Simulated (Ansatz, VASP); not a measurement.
## Ba in VASP and in Ansatz

```
Ba
1.0
    -2.51000    2.51000    2.51000
     2.51000   -2.51000    2.51000
     2.51000    2.51000   -2.51000
Ba
1
Direct
  0.00000 0.00000 0.00000
```

Alike in both runs: task relaxation of cell and atoms; functional LDA; k mesh 15 × 15 × 15; no spin polarisation.

```csv
,VASP,Ansatz
version,VASP 6.6.1,Ansatz 0.2.0
potentials or method,"VASP PAW LDA potentials, release 64 (Ba_sv)","plane-wave PAW, scalar-relativistic"
plane-wave cutoff (eV),500,420
occupations,"methfessel-paxton of order 1, width 0.1 eV","cold, width 0.1 eV"
valence electrons in the cell,10,10
```

Ansatz gave:

```
relaxed volume (Å³/atom)                                     : 53.79
relaxed cell length with the largest relative difference (Å) : 4.119
```

Question: Which values does VASP return?

Answer: Relaxed volume (Å³/atom): 54.11; relaxed cell length with the largest relative difference (Å): 4.127.

Ansatz warns that its potentials were made for another functional, while VASP's fit it. LDA's correlation is that of Perdew and Zunger in VASP and of Perdew and Wang (1992) in Ansatz.

Neither program's run includes spin-orbit coupling.
